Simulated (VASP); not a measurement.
# GaAs2 (P-3m1) in VASP: notebook

GaAs2 is run at these levels: PBE; tasks: single point.

All numbers are computed with VASP 6.6.1; they aren't measurements. Logs are shortened: lines on timing, memory, paths and dates and some standing lists are left out, and cuts for length are marked.

### 1 The cell of the first run

The structure is trigonal, space group P-3m1 (No. 164). Conventional cell: a = 3.777 Å, b = 3.777 Å, c = 4.905 Å, α = 90.00°, β = 90.00°, γ = 120.00°. Within 3.6 Å of Ga (site symmetry -3m) lie 6 As at 2.75 Å. Within 3.5 Å of As (site symmetry 3m) lie 3 As at 2.68 Å and 3 Ga at 2.75 Å.

The cell was generated, and may not be a known phase.

### 2 Single point, PBE

Input file INCAR:

```
ALGO = Normal
EDIFF = 1E-6
ENCUT = 500
GGA = PE
GGA_COMPAT = F
ISIF = 2
ISMEAR = 0
LASPH = T
LCHARG = F
LREAL = F
LWAVE = F
NBANDS = 18
NELM = 120
PREC = Accurate
SIGMA = 0.2
```

Input file KPOINTS:

```
k-points
0
Gamma
  6 6 4
```

Input file POSCAR:

```
GaAs2
1.0
    3.7767260334      0.0000000000      0.0000000000
   -1.8883630167      3.2707406881      0.0000000000
    0.0000000000      0.0000000000      4.9053331878
Ga As
1 2
Direct
    0.0000000000      0.0000000000      0.0000000000
    0.6666666667      0.3333333333      0.6586236256
    0.3333333333      0.6666666667      0.3413763744
```

Potentials or basis: VASP PAW PBE potentials, release 64 (Ga_d, As).

Started as:

```console
cat potpaw_PBE.64/Ga_d/POTCAR potpaw_PBE.64/As/POTCAR > POTCAR
mpirun -np 1 vasp_std > vasp.out
```

OUTCAR:

```text
EDIFF = 1E-6
   ENCUT = 500
   GGA = PE
   ISIF = 2
   ISMEAR = 0
   LASPH = T
   LREAL = F
   NELM = 120
   PREC = Accurate

 ion  position               nearest neighbor table
   1  0.000  0.000  0.000-   2 2.75   3 2.75   2 2.75   3 2.75   2 2.75   3 2.75
   2  0.667  0.333  0.659-   3 2.68   3 2.68   3 2.68   1 2.75   1 2.75   1 2.75
   3  0.333  0.667  0.341-   2 2.68   2 2.68   2 2.68   1 2.75   1 2.75   1 2.75

  LATTYP: Found a hexagonal cell.
 ALAT       =     3.7767260334
 C/A-ratio  =     1.2988321484

  Lattice vectors:

 A1 = (   3.7767260334,   0.0000000000,   0.0000000000)
 A2 = (  -1.8883630167,   3.2707406881,   0.0000000000)
 A3 = (   0.0000000000,   0.0000000000,   4.9053331878)

Analysis of symmetry for initial positions (statically):
=====================================================================
 Subroutine PRICEL returns:
 Original cell was already a primitive cell.

 Routine SETGRP: Setting up the symmetry group for a
 hexagonal supercell.

 Subroutine GETGRP returns: Found 12 space group operations
 (whereof 12 operations were pure point group operations)
 out of a pool of 24 trial point group operations.

The static configuration has the point symmetry D_3d.

Analysis of symmetry for dynamics (positions and initial velocities):
=====================================================================
 Subroutine PRICEL returns:
 Original cell was already a primitive cell.

 Routine SETGRP: Setting up the symmetry group for a
 hexagonal supercell.

 Subroutine GETGRP returns: Found 12 space group operations
 (whereof 12 operations were pure point group operations)
 out of a pool of 24 trial point group operations.

The dynamic configuration has the point symmetry D_3d.

 Subroutine INISYM returns: Found 12 space group operations
 (whereof 12 operations are pure point group operations),
 and found     1 'primitive' translations

----------------------------------------------------------------------------------------

                                     Primitive cell

  volume of cell :      60.5941

  direct lattice vectors                    reciprocal lattice vectors
     3.776726033  0.000000000  0.000000000     0.264779598  0.152870572  0.000000000
    -1.888363017  3.270740688  0.000000000     0.000000000  0.305741144  0.000000000
     0.000000000  0.000000000  4.905333188     0.000000000  0.000000000  0.203859751

  length of vectors
     3.776726033  3.776726033  4.905333188     0.305741144  0.305741144  0.203859751

  position of ions in fractional coordinates (direct lattice)
     0.000000000  0.000000000  0.000000000
     0.666666667  0.333333333  0.658623626
     0.333333333  0.666666667  0.341376374

  ion indices of the primitive-cell ions
   primitive index   ion index
                 1           1
                 2           2
                 3           3

----------------------------------------------------------------------------------------

 KPOINTS: k-points

Automatic generation of k-mesh.
 Grid dimensions read from file:
 generate k-points for:    6    6    4

 Generating k-lattice:

  Cartesian coordinates                     Fractional coordinates (reciprocal lattice)
     0.044129933  0.025478429  0.000000000     0.166666667  0.000000000  0.000000000
     0.000000000  0.050956857  0.000000000     0.000000000  0.166666667  0.000000000
     0.000000000  0.000000000  0.050964938     0.000000000  0.000000000  0.250000000

  Length of vectors
     0.050956857  0.050956857  0.050964938

  Shift w.r.t. Gamma in fractional coordinates (k-lattice)
     0.000000000  0.000000000  0.000000000

 Subroutine IBZKPT returns following result:
 ===========================================

 Found     24 irreducible k-points:

 Following reciprocal coordinates:
            Coordinates               Weight
  0.000000  0.000000  0.000000      1.000000
  0.166667 -0.000000  0.000000      6.000000
  0.333333  0.000000  0.000000      6.000000
  0.500000 -0.000000  0.000000      3.000000
  0.166667  0.166667  0.000000      6.000000
  0.333333  0.166667  0.000000     12.000000
[... 16 lines left out ...]
  0.333333  0.166667  0.500000     12.000000
  0.333333  0.333333  0.500000      2.000000
   k-points           NKPTS =     24   k-points in BZ     NKDIM =     24   number of bands    NBANDS=     18
   number of dos      NEDOS =    301   number of ions     NIONS =      3
   total plane-waves  NPLWV =  28224
   dimension x,y,z NGX =    28 NGY =   28 NGZ =   36
   dimension x,y,z NGXF=    56 NGYF=   56 NGZF=   72
   ions per type =               1   2
   NGX,Y,Z   is equivalent  to a cutoff of  12.33, 12.33, 12.20 a.u.
   NGXF,Y,Z  is equivalent  to a cutoff of  24.65, 24.65, 24.40 a.u.
 SYSTEM =  unknown system
   PREC   = accura    normal or accurate (medium, high low for compatibility)
   ISTART =      0    job   : 0-new  1-cont  2-samecut
   ICHARG =      2    charge: 1-file 2-atom 10-const
   ISPIN  =      1    spin polarized calculation?
   LNONCOLLINEAR =      F non collinear calculations
   LSORBIT =      F    spin-orbit coupling
   LASPH  =      T    aspherical Exc in radial PAW
   ENCUT  =  500.0 eV  36.75 Ry    6.06 a.u.   6.89  6.89  8.94*2*pi/ulx,y,z
   NELM   =    120;   NELMIN=  2; NELMDL= -5     # of ELM steps
   EDIFF  = 0.1E-05   stopping-criterion for ELM
   LREAL  =      F    real-space projection
[... 7 lines left out ...]
   TEBEG  =    0.0;   TEEND  =   0.0 temperature during run
   PSTRESS=    0.0 pullay stress
   NELECT =      23.0000    total number of electrons
   NUPDOWN=      -1.0000    fix difference up-down
   EMIN   =  10.00;   EMAX   =-10.00  energy-range for DOS
   EFERMI =   0.00;   METHOD = LEGACY
   ISMEAR =     0;   SIGMA  =   0.20  broadening in eV -4-tet -1-fermi 0-gaus
   EFERMI_NEDOS =   21; number of points for ismear=-14 and -15
   IALGO  =     38    algorithm
   IMIX   =      4    mixing-type and parameters
     AMIX     =   0.40;   BMIX     =  1.00
     AMIX_MAG =   1.60;   BMIX_MAG =  1.00
  volume/ion in A,a.u.               =      20.20       136.30
  Fermi-wavevector in a.u.,A,eV,Ry     =   1.185334  2.239956 19.116413  1.405017
  Thomas-Fermi vector in A             =   2.321530
   LORBIT       =      0    0 simple, 1 ext, 2 COOP (PROOUT), +10 PAW based schemes
   GGA     = PE    functional components
   LHFCALC =     F    Hartree Fock is set to
   AEXX    =    0.0000 exact exchange contribution
   IVDW    =     0    specifies the selected vdW correction
   LEPSILON=     F    determine dielectric tensor
   LRPA    =     F    only Hartree local field effects (RPA)
 non-spin polarized calculation
 Gauss-broadening in eV      SIGMA  =   0.20
  energy-cutoff  :      500.00
  volume of cell :       60.59
 maximum number of plane-waves:      1554
   NGX = 13   NGY = 13   NGZ = 17

 number of electron      23.0000004 magnetization

 Free energy of the ion-electron system (eV)
  ---------------------------------------------------
  ext. energy  EPLUGINS =         0.00000000
  ---------------------------------------------------
  free energy    TOTEN  =       -12.16640693 eV

  energy without entropy =      -12.14816135  energy(sigma->0) =      -12.15728414

 E-fermi :   5.4098     XC(G=0): -10.4236

 val. band max:        5.1884149818   @ k =   0.0000   0.1667   0.2500
 cond. band min:       5.4132666282   @ k =   0.3333   0.0000   0.5000
 fundamental gap:      0.2248516464
 Fermi energy:         5.4097746301

 k-point     1 :       0.0000    0.0000    0.0000
  band No.  band energies     occupation
      1      -9.4269      2.00000
      2      -9.4269      2.00000
      3      -9.4037      2.00000
      4      -9.3842      2.00000
      5      -9.3842      2.00000
      6      -8.6425      2.00000
[... 10 lines left out ...]
     17      11.6306      0.00000
     18      13.4523      0.00000

 k-point     2 :       0.1667   -0.0000    0.0000
  band No.  band energies     occupation
      1      -9.4422      2.00000
      2      -9.4207      2.00000
      3      -9.3964      2.00000
      4      -9.3891      2.00000
      5      -9.3822      2.00000
      6      -8.3107      2.00000
[... 10 lines left out ...]
     17      10.9398      0.00000
     18      11.7743      0.00000

 k-point     3 :       0.3333    0.0000    0.0000
  band No.  band energies     occupation
      1      -9.4762      2.00000
      2      -9.4138      2.00000
      3      -9.4003      2.00000
      4      -9.3793      2.00000
      5      -9.3729      2.00000
      6      -7.3610      2.00000
[... 10 lines left out ...]
     17      10.4245      0.00000
     18      13.3072      0.00000

 k-point     4 :       0.5000   -0.0000    0.0000
  band No.  band energies     occupation
      1      -9.4935      2.00000
      2      -9.4127      2.00000
      3      -9.4045      2.00000
      4      -9.3721      2.00000
      5      -9.3657      2.00000
      6      -6.3787      2.00000
[... 375 lines left out ...]
      4      -9.3840      2.00000
      5      -9.3718      2.00000
      6      -7.0879      2.00000
[... 10 lines left out ...]
     17      12.5904      0.00000
     18      13.0955      0.00000

 k-point    23 :       0.3333    0.1667    0.5000
  band No.  band energies     occupation
      1      -9.5015      2.00000
      2      -9.4316      2.00000
      3      -9.4001      2.00000
      4      -9.3753      2.00000
      5      -9.3656      2.00000
      6      -6.0475      2.00000
[... 10 lines left out ...]
     17      12.6904      0.00000
     18      12.8593      0.00000

 k-point    24 :       0.3333    0.3333    0.5000
  band No.  band energies     occupation
      1      -9.4697      2.00000
      2      -9.4697      2.00000
      3      -9.3851      2.00000
      4      -9.3851      2.00000
      5      -9.3673      2.00000
      6      -5.1895      2.00000
[... 10 lines left out ...]
     17      10.7147      0.00000
     18      14.5171      0.00000

------------------------ aborting loop because EDIFF is reached ----------------------------------------

  FORCE on cell =-STRESS in cart. coord.  units (eV):
  Direction    XX          YY          ZZ          XY          YZ          ZX
  --------------------------------------------------------------------------------------
  -------------------------------------------------------------------------------------
  Total        0.0681036      0.0681036      0.0015729      0.0000000      0.0000000      0.0000000
  in kB        1.8007390      1.8007390      0.0415901      0.0000000      0.0000000      0.0000000
  external PRESSURE =       1.2143561 kB  Pullay stress =       0.0000000 kB

 VOLUME and BASIS-vectors are now :
 -----------------------------------------------------------------------------
  energy-cutoff  :      500.00
  volume of cell :       60.59
      direct lattice vectors                 reciprocal lattice vectors
     3.776726033  0.000000000  0.000000000     0.264779598  0.152870572  0.000000000
    -1.888363017  3.270740688  0.000000000     0.000000000  0.305741144  0.000000000
     0.000000000  0.000000000  4.905333188     0.000000000  0.000000000  0.203859751

 POSITION                                       TOTAL-FORCE (eV/Angst)
 -----------------------------------------------------------------------------------
      0.00000      0.00000      0.00000        -0.000000      0.000000      0.000000
      1.88836      1.09025      3.23077        -0.000000      0.000000      0.076372
     -0.00000      2.18049      1.67456         0.000000      0.000000     -0.076372
 -----------------------------------------------------------------------------------
    total drift:                               -0.000000     -0.000000     -0.000000

  FREE ENERGIE OF THE ION-ELECTRON SYSTEM (eV)
  ---------------------------------------------------
  free  energy   TOTEN  =       -12.1664069313 eV

  energy  without entropy=      -12.1481613527  energy(sigma->0) =      -12.15728414
```

Run time: 21 s. Hardware: 1 thread of Intel Xeon 8259CL, shared host; peak memory 0.18 GiB.

Results:

- Free energy: -12.1664 eV
- Pressure: 0.1 GPa
- Largest force: 0.076 eV/Å
- Band gap on the k mesh: zero (an odd number of electrons rules out a gap without spin polarisation)

Forces on the atoms (eV/Å):
```
Ga   0.000  0.000  0.000
As   0.000  0.000  0.076
As   0.000  0.000 -0.076
```

Levels at points of the mesh, in eV from the Fermi level:
```
           k point  band 8  band 9  band 10  band 11  band 12  band 13  band 14  band 15
(0.00, 0.00, 0.00)   -6.48   -1.10    -1.10     0.71     0.73     0.73     2.50     5.97
(0.50, 0.00, 0.00)   -5.51   -3.58    -3.21    -3.03    -2.11     2.34     2.90     4.26
(0.00, 0.00, 0.50)   -2.47   -1.41    -1.04    -1.04     1.40     1.40     3.69     3.98
(0.50, 0.00, 0.50)   -6.63   -6.05    -2.46    -0.68    -0.52    -0.31     4.14     4.87
```

Caveat: an odd number of electrons without spin polarisation forces a metal; a magnetic or distorted state may lie lower.

### 3 Single point, PBE

Input file INCAR:

```
  PREC = Accurate
  ENCUT = 500
  EDIFF = 1E-6
  ISMEAR = 0
  SIGMA = 0.1
  LREAL = False
  LASPH = True
  NELM = 120
  ALGO = Normal
  ISIF = 2
  LWAVE = False
  LCHARG = True
  GGA = PE
  LELF = True
  LVHAR = True
  NBANDS = 18
  GGA_COMPAT = False
```

Input file KPOINTS:

```
regular mesh
0
Gamma
  6 6 4
```

POSCAR is that of step 2.

Potentials or basis: VASP PAW PBE potentials, release 64 (Ga_d, As).

Started as:

```console
cat potpaw_PBE.64/Ga_d/POTCAR potpaw_PBE.64/As/POTCAR > POTCAR
mpirun -np 1 vasp_std > vasp.out
```

Run time: 23 s. Hardware: 1 thread of Intel Xeon 8259CL, shared host; peak memory 0.18 GiB.

Results (log left out):

```
Free energy            : -12.1595 eV
Pressure               : 0.1 GPa
Largest force          : 0.103 eV/Å
Band gap on the k mesh : zero (an odd number of electrons rules out a gap without spin polarisation)
```

Forces on the atoms (eV/Å):
```
Ga   0.000  0.000  0.000
As   0.000  0.000  0.103
As   0.000  0.000 -0.103
```

Levels at points of the mesh, in eV from the Fermi level:
| k point | band 9 | band 10 | band 11 | band 12 | band 13 | band 14 |
| --- | --- | --- | --- | --- | --- | --- |
| (0.00, 0.00, 0.00) | -1.11 | -1.11 | 0.70 | 0.72 | 0.72 | 2.49 |
| (0.50, 0.00, 0.00) | -3.59 | -3.22 | -3.04 | -2.12 | 2.33 | 2.88 |
| (0.00, 0.00, 0.50) | -1.42 | -1.05 | -1.05 | 1.39 | 1.39 | 3.68 |
| (0.50, 0.00, 0.50) | -6.06 | -2.47 | -0.69 | -0.53 | -0.32 | 4.13 |

Caveat: an odd number of electrons without spin polarisation forces a metal; a magnetic or distorted state may lie lower.

The gap in the log of VASP goes by the Fermi energy; the results here count the filled bands.